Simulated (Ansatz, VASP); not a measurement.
**Two plane-wave programs on GaN**

```
CELL_PARAMETERS angstrom
0.00000 2.24894 2.28267
2.24894 0.00000 2.28267
2.24894 2.24894 0.00000
ATOMIC_POSITIONS crystal
Ga 0.00000 0.00000 0.00000
N 0.75000 0.75000 0.75000
```

Change from the starting cell: strain +0.0150 x Voigt [0, 0, 1, 0, 0, 0], atoms carried along.

Alike in both runs: task single point; functional r2SCAN; k mesh 10 × 10 × 10; occupations gaussian, width 0.05 eV; no spin polarisation.

|  | VASP | Ansatz |
| --- | --- | --- |
| version | VASP 6.6.1 | Ansatz 0.2.0 |
| potentials or method | VASP PAW PBE potentials, release 64 (Ga_d, N_h), cutoff 910 eV | scalar-relativistic, plane waves, PAW |
| valence electrons in the cell | 18 | 18 |

```csv
,VASP,Ansatz,Ansatz less VASP
gap on the k mesh at the Fermi level (eV),2.03,2.04,+0.010
least direct gap on the mesh (eV),2.03,2.04,+0.010
```

VASP's potentials were made for PBE, not for r2SCAN.

Noted on VASP's run: the cutoff is short for stress, so the pressure is rough.
